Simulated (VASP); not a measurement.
# AlRu (P4/mmm) in VASP: relaxation of cell and atoms with PBE

Aim: the relaxation of cell and atoms of AlRu with PBE.

Program: VASP 6.6.1. These are calculated values, not measurements. Logs are shortened: lines on timing, memory, paths and dates and some standing lists are left out, and cuts for length are marked.

## 1. The cell of the first run

The structure is tetragonal, space group P4/mmm (No. 123). Conventional cell: a = 2.726 Å, b = 2.726 Å, c = 3.940 Å, α = 90.00°, β = 90.00°, γ = 90.00°. Within 3.6 Å of Ru (site symmetry 4/mmm) lie 4 Ru at 2.73 Å and 8 Al at 2.76 Å. Al (site symmetry 4/mmm) has 4 Al at 2.73 Å and 8 Ru at 2.76 Å within 3.6 Å.

## 2. Relaxation of cell and atoms, PBE

Contents of INCAR:

```
PREC     = Accurate       # precision mode
ENCUT    = 600            # plane-wave cutoff, eV
EDIFF    = 1E-6           # SCF threshold, eV
ISMEAR   = 0              # smearing method
SIGMA    = 0.1            # smearing width, eV
LREAL    = False          # projectors in reciprocal space
LASPH    = True           # aspherical terms in the spheres
NELM     = 80             # most SCF steps
ALGO     = Fast           # electronic algorithm
ISIF     = 3              # what is computed and relaxed
LWAVE    = False          # write WAVECAR
LCHARG   = False          # write CHGCAR
GGA      = PE             # functional
IBRION   = 2              # ionic algorithm
NSW      = 80             # ionic steps
EDIFFG   = -0.01          # ionic threshold
```

Contents of KPOINTS:

```
regular mesh
0
Gamma
  16 16 10
```

Contents of POSCAR:

```
AlRu
1.0
    2.7257544626      0.0000000000      0.0000000000
    0.0000000000      2.7257544626      0.0000000000
    0.0000000000      0.0000000000      3.9396844485
Ru Al
1 1
Direct
    0.5000000000      0.5000000000      0.5000000000
    0.0000000000      0.0000000000      0.0000000000
```

Potentials or basis: VASP PAW PBE potentials, release 64 (Ru_pv, Al).

Command:

```bash
cat potpaw_PBE.64/Ru_pv/POTCAR potpaw_PBE.64/Al/POTCAR > POTCAR
mpirun -np 1 vasp_std > vasp.out
```

OUTCAR:

```text
PREC = Accurate
   ENCUT = 600
   EDIFF = 1E-6
   ISMEAR = 0
   LREAL = False
   LASPH = True
   NELM = 80
   ISIF = 3
   GGA = PE
   IBRION = 2
   NSW = 80
   EDIFFG = -0.01

 ion  position               nearest neighbor table
   1  0.500  0.500  0.500-   2 2.76   2 2.76   2 2.76   2 2.76   2 2.76   2 2.76   2 2.76   2 2.76

   2  0.000  0.000  0.000-   1 2.76   1 2.76   1 2.76   1 2.76   1 2.76   1 2.76   1 2.76   1 2.76

  LATTYP: Found a simple tetragonal cell.
 ALAT       =     2.7257544626
 C/A-ratio  =     1.4453555896

  Lattice vectors:

 A1 = (   2.7257544626,   0.0000000000,   0.0000000000)
 A2 = (   0.0000000000,   2.7257544626,   0.0000000000)
 A3 = (   0.0000000000,   0.0000000000,   3.9396844485)

Analysis of symmetry for initial positions (statically):
=====================================================================
 Subroutine PRICEL returns:
 Original cell was already a primitive cell.

 Routine SETGRP: Setting up the symmetry group for a
 simple tetragonal supercell.

 Subroutine GETGRP returns: Found 16 space group operations
 (whereof 16 operations were pure point group operations)
 out of a pool of 16 trial point group operations.

The static configuration has the point symmetry D_4h.

Analysis of symmetry for dynamics (positions and initial velocities):
=====================================================================
 Subroutine PRICEL returns:
 Original cell was already a primitive cell.

 Routine SETGRP: Setting up the symmetry group for a
 simple tetragonal supercell.

 Subroutine GETGRP returns: Found 16 space group operations
 (whereof 16 operations were pure point group operations)
 out of a pool of 16 trial point group operations.

The dynamic configuration has the point symmetry D_4h.

 Subroutine INISYM returns: Found 16 space group operations
 (whereof 16 operations are pure point group operations),
 and found     1 'primitive' translations

----------------------------------------------------------------------------------------

                                     Primitive cell

  volume of cell :      29.2708

  direct lattice vectors                    reciprocal lattice vectors
     2.725754463  0.000000000  0.000000000     0.366870903  0.000000000  0.000000000
     0.000000000  2.725754463  0.000000000     0.000000000  0.366870903  0.000000000
     0.000000000  0.000000000  3.939684448     0.000000000  0.000000000  0.253827435

  length of vectors
     2.725754463  2.725754463  3.939684448     0.366870903  0.366870903  0.253827435

  position of ions in fractional coordinates (direct lattice)
     0.500000000  0.500000000  0.500000000
     0.000000000  0.000000000  0.000000000

  ion indices of the primitive-cell ions
   primitive index   ion index
                 1           1
                 2           2

----------------------------------------------------------------------------------------

 KPOINTS: regular mesh

Automatic generation of k-mesh.
 Grid dimensions read from file:
 generate k-points for:   16   16   10

 Generating k-lattice:

  Cartesian coordinates                     Fractional coordinates (reciprocal lattice)
     0.022929431  0.000000000  0.000000000     0.062500000  0.000000000  0.000000000
     0.000000000  0.022929431  0.000000000     0.000000000  0.062500000  0.000000000
     0.000000000  0.000000000  0.025382744     0.000000000  0.000000000  0.100000000

  Length of vectors
     0.022929431  0.022929431  0.025382744

  Shift w.r.t. Gamma in fractional coordinates (k-lattice)
     0.000000000  0.000000000  0.000000000

 Subroutine IBZKPT returns following result:
 ===========================================

 Found    270 irreducible k-points:

 Following reciprocal coordinates:
            Coordinates               Weight
  0.000000  0.000000  0.000000      1.000000
  0.062500  0.000000  0.000000      4.000000
  0.125000  0.000000  0.000000      4.000000
  0.187500  0.000000  0.000000      4.000000
  0.250000  0.000000  0.000000      4.000000
  0.312500  0.000000  0.000000      4.000000
[... 16 lines left out ...]
  0.437500  0.125000  0.000000      8.000000
  0.500000  0.125000  0.000000      4.000000
 [... further k-points ...]
   k-points           NKPTS =    270   k-points in BZ     NKDIM =    270   number of bands    NBANDS=     12
   number of dos      NEDOS =    301   number of ions     NIONS =      2
   total plane-waves  NPLWV =  18432
   dimension x,y,z NGX =    24 NGY =   24 NGZ =   32
   dimension x,y,z NGXF=    48 NGYF=   48 NGZF=   64
   ions per type =               1   1
   NGX,Y,Z   is equivalent  to a cutoff of  14.64, 14.64, 13.50 a.u.
   NGXF,Y,Z  is equivalent  to a cutoff of  29.28, 29.28, 27.01 a.u.
 SYSTEM =  unknown system
   PREC   = accura    normal or accurate (medium, high low for compatibility)
   ISTART =      0    job   : 0-new  1-cont  2-samecut
   ICHARG =      2    charge: 1-file 2-atom 10-const
   ISPIN  =      1    spin polarized calculation?
   LNONCOLLINEAR =      F non collinear calculations
   LSORBIT =      F    spin-orbit coupling
   LASPH  =      T    aspherical Exc in radial PAW
   ENCUT  =  600.0 eV  44.10 Ry    6.64 a.u.   5.44  5.44  7.87*2*pi/ulx,y,z
   NELM   =     80;   NELMIN=  2; NELMDL= -5     # of ELM steps
   EDIFF  = 0.1E-05   stopping-criterion for ELM
   LREAL  =      F    real-space projection
   EDIFFG = -.1E-01   stopping-criterion for IOM
   NSW    =     80    number of steps for IOM
   IBRION =      2    ionic relax: 0-MD 1-quasi-New 2-CG
   NFREE  =      1    steps in history (QN), initial steepest desc. (CG)
   ISIF   =      3    stress and relaxation
   ISYM   =      2    0-nonsym 1-usesym 2-fastsym
   POTIM  = 0.5000    time-step for ionic-motion
   TEBEG  =    0.0;   TEEND  =   0.0 temperature during run
   PSTRESS=    0.0 pullay stress
   NELECT =      17.0000    total number of electrons
   NUPDOWN=      -1.0000    fix difference up-down
   EMIN   =  10.00;   EMAX   =-10.00  energy-range for DOS
   EFERMI =   0.00;   METHOD = LEGACY
   ISMEAR =     0;   SIGMA  =   0.10  broadening in eV -4-tet -1-fermi 0-gaus
   EFERMI_NEDOS =   21; number of points for ismear=-14 and -15
   IALGO  =     68    algorithm
   IMIX   =      4    mixing-type and parameters
     AMIX     =   0.40;   BMIX     =  1.00
     AMIX_MAG =   1.60;   BMIX_MAG =  1.00
  volume/ion in A,a.u.               =      14.64        98.76
  Fermi-wavevector in a.u.,A,eV,Ry     =   1.365881  2.581141 25.383446  1.865631
  Thomas-Fermi vector in A             =   2.492070
   LORBIT       =      0    0 simple, 1 ext, 2 COOP (PROOUT), +10 PAW based schemes
   GGA     = PE    functional components
   LHFCALC =     F    Hartree Fock is set to
   AEXX    =    0.0000 exact exchange contribution
   IVDW    =     0    specifies the selected vdW correction
   LEPSILON=     F    determine dielectric tensor
   LRPA    =     F    only Hartree local field effects (RPA)
 conjugate gradient relaxation of ions
 non-spin polarized calculation
 RMM-DIIS sequential band-by-band and
 Gauss-broadening in eV      SIGMA  =   0.10
  energy-cutoff  :      600.00
  volume of cell :       29.27
 maximum number of plane-waves:      1003
 NGX is ok and might be reduce to    24
   NGX = 11   NGY = 11   NGZ = 15

--------------------------------------- Ionic step        1  -------------------------------------------

 number of electron      17.0000001 magnetization

 Free energy of the ion-electron system (eV)
  ---------------------------------------------------
  ext. energy  EPLUGINS =         0.00000000
  ---------------------------------------------------
  free energy    TOTEN  =       -13.52429349 eV

  energy without entropy =      -13.51255315  energy(sigma->0) =      -13.51842332

 E-fermi :   9.9288     XC(G=0): -12.1175

 val. band max:        9.9271046008   @ k =   0.1250   0.0000   0.0000
 cond. band min:       9.9293012407   @ k =   0.3125   0.0625   0.0000
 fundamental gap:      0.0021966399
 Fermi energy:         9.9288182185

 k-point     1 :       0.0000    0.0000    0.0000
  band No.  band energies     occupation
      1     -32.2548      2.00000
      2     -32.0438      2.00000
      3     -32.0438      2.00000
      4       0.1951      2.00000
      5       5.9511      2.00000
      6       6.1846      2.00000
      7       9.6984      1.99888
      8       9.8699      1.59562
      9       9.8699      1.59562
     10      11.1162      0.00000
     11      16.1747      0.00000
     12      19.0685      0.00000
[... 331 lines left out ...]
 k-point    24 :       0.5000    0.1250    0.0000
  band No.  band energies     occupation
      1     -32.5226      2.00000
      2     -32.1930      2.00000
      3     -32.0719      2.00000
      4       4.8093      2.00000
      5       5.3709      2.00000
      6       6.2348      2.00000
      7       7.4646      2.00000
      8       8.9260      2.00000
      9       9.5982      2.00000
     10      13.0682      0.00000
     11      16.3526      0.00000
     12      16.3651      0.00000

 [... further k-points ...]

------------------------ aborting loop because EDIFF is reached ----------------------------------------

  FORCE on cell =-STRESS in cart. coord.  units (eV):
  Direction    XX          YY          ZZ          XY          YZ          ZX
  --------------------------------------------------------------------------------------
  -------------------------------------------------------------------------------------
  Total        0.0341847      0.0341847     -3.6111100      0.0000000      0.0000000      0.0000000
  in kB        1.8711456      1.8711456   -197.6589128      0.0000000      0.0000000      0.0000000
  external PRESSURE =     -64.6388739 kB  Pullay stress =       0.0000000 kB
[... 89 lines left out ...]
  FREE ENERGIE OF THE ION-ELECTRON SYSTEM (eV)
  ---------------------------------------------------
  free  energy   TOTEN  =       -13.7369606205 eV

  energy  without entropy=      -13.7280369707  energy(sigma->0) =      -13.73249880

[... ionic steps 4 to 11 ...]

--------------------------------------- Ionic step       12  -------------------------------------------

 number of electron      16.9999999 magnetization

------------------------ aborting loop because EDIFF is reached ----------------------------------------

  FORCE on cell =-STRESS in cart. coord.  units (eV):
  Direction    XX          YY          ZZ          XY          YZ          ZX
  --------------------------------------------------------------------------------------
  -------------------------------------------------------------------------------------
  Total        0.0207892      0.0207892      0.0665355      0.0000000      0.0000000     -0.0000000
  in kB        1.2304264      1.2304264      3.9379695      0.0000000      0.0000000     -0.0000000
  external PRESSURE =       2.1329407 kB  Pullay stress =       0.0000000 kB
[... 57 lines left out ...]
  energy  without entropy=      -14.2561794409  energy(sigma->0) =      -14.26015324

--------------------------------------- Ionic step       14  -------------------------------------------

 number of electron      16.9999999 magnetization

 Free energy of the ion-electron system (eV)
  ---------------------------------------------------
  ext. energy  EPLUGINS =         0.00000000
  ---------------------------------------------------
  free energy    TOTEN  =       -14.26414350 eV

  energy without entropy =      -14.25618629  energy(sigma->0) =      -14.26016490

 E-fermi :  10.5650     XC(G=0): -12.5052

 val. band max:       10.5577219251   @ k =   0.3750   0.2500   0.4000
 cond. band min:      10.5696037432   @ k =   0.1250   0.0000   0.1000
 fundamental gap:      0.0118818181
 Fermi energy:        10.5649905447

 k-point     1 :       0.0000    0.0000    0.0000
  band No.  band energies     occupation
      1     -31.2216      2.00000
      2     -31.2153      2.00000
      3     -31.2153      2.00000
      4       0.9452      2.00000
      5       7.0419      2.00000
      6       7.0491      2.00000
      7      10.7221      0.02627
      8      10.7223      0.02615
      9      10.7223      0.02615
     10      16.5637      0.00000
     11      16.5637      0.00000
     12      16.5880      0.00000
[... 331 lines left out ...]
 k-point    24 :       0.5000    0.1250    0.0000
  band No.  band energies     occupation
      1     -31.4108      2.00000
      2     -31.2266      2.00000
      3     -31.2021      2.00000
      4       5.0271      2.00000
      5       5.0877      2.00000
      6       7.9897      2.00000
      7       8.9379      2.00000
      8       9.0342      2.00000
      9      10.6893      0.07880
     10      12.7666      0.00000
     11      18.1116      0.00000
     12      20.0936      0.00000

 [... further k-points ...]

------------------------ aborting loop because EDIFF is reached ----------------------------------------

  FORCE on cell =-STRESS in cart. coord.  units (eV):
  Direction    XX          YY          ZZ          XY          YZ          ZX
  --------------------------------------------------------------------------------------
  -------------------------------------------------------------------------------------
  Total        0.0098297      0.0098297      0.0123046      0.0000000      0.0000000      0.0000000
  in kB        0.5812633      0.5812633      0.7276131      0.0000000      0.0000000      0.0000000
  external PRESSURE =       0.6300465 kB  Pullay stress =       0.0000000 kB
[... 17 lines left out ...]
  FREE ENERGIE OF THE ION-ELECTRON SYSTEM (eV)
  ---------------------------------------------------
  free  energy   TOTEN  =       -14.2641434992 eV

  energy  without entropy=      -14.2561862912  energy(sigma->0) =      -14.26016490

 reached required accuracy - stopping structural energy minimisation
```

Wall time 13 min (1 thread of Intel Xeon 8259CL, shared host); peak memory 0.29 GiB.

What came out:

* Free energy: -14.2641 eV
* Relaxed volume: 13.55 Å³/atom
* Relaxed cell: a = 3.004 Å, b = 3.004 Å, c = 3.002 Å, α = 90.00°, β = 90.00°, γ = 90.00°
* Space group after relaxing (to 0.1 Å): Pm-3m (No. 221)
* Energy gained by relaxing: 369.9 meV/atom
* Ionic steps: 14
* Pressure after relaxing: 0.1 GPa
* Band gap on the k mesh: zero (an odd number of electrons rules out a gap without spin polarisation)

Step by step:
| step | energy change (eV) | largest force (eV/Å) | pressure (GPa) | volume (Å³) |
| --- | --- | --- | --- | --- |
| 1 | 0.0000 | 0.0000 | -6.46 | 29.27 |
| 2 | -0.1925 | 0.0000 | 9.03 | 26.77 |
| 3 | -0.2127 | 0.0000 | 15.95 | 25.90 |
| 4 | -0.3239 | 0.0000 | 14.99 | 25.83 |
| 5 | -0.5993 | 0.0000 | 15.31 | 25.47 |
| 6 | 0.0286 | 0.0000 | 39.10 | 23.97 |
| 7 | -0.6378 | 0.0000 | 16.80 | 25.26 |
| 8 | -0.6351 | 0.0000 | 18.18 | 25.13 |
| 9 | -0.7282 | 0.0000 | 5.49 | 26.41 |
| 10 | -0.7398 | 0.0000 | -0.18 | 27.11 |
| 11 | -0.7398 | 0.0000 | 0.21 | 27.07 |
| 12 | -0.7398 | 0.0000 | 0.21 | 27.07 |
| 13 | -0.7398 | 0.0000 | 0.23 | 27.07 |
| 14 | -0.7399 | 0.0000 | 0.06 | 27.09 |

Final structure:
```yaml
crystal:
  lattice:
    - [3.00424, 0.00000, 0.00000]
    - [0.00000, 3.00424, 0.00000]
    - [0.00000, 0.00000, 3.00199]
  atoms:
    - { symbol: Ru, position: [0.50000, 0.50000, 0.50000] }
    - { symbol: Al, position: [0.00000, 0.00000, 0.00000] }
```

Levels at points of the mesh, in eV from the Fermi level:
```
           k point  band 6  band 7  band 8  band 9  band 10  band 11  band 12
(0.00, 0.00, 0.00)   -3.52    0.16    0.16    0.16     6.00     6.00     6.02
(0.50, 0.00, 0.00)   -2.74   -1.59   -1.59    0.40     2.23     7.44    10.97
(0.50, 0.50, 0.00)   -1.38   -1.38   -1.16   -1.16     1.49     5.21     6.10
(0.00, 0.00, 0.50)   -2.73   -1.60   -1.60    0.41     2.23     7.44    12.11
(0.50, 0.00, 0.50)   -1.37   -1.37   -1.17   -1.16     1.49     5.22     6.10
(0.50, 0.50, 0.50)   -4.58    1.58    1.58    2.49     4.09     4.09     4.09
```

Caveat: a cell axis changed by over 15 % at a fixed basis, so the end point is rough.
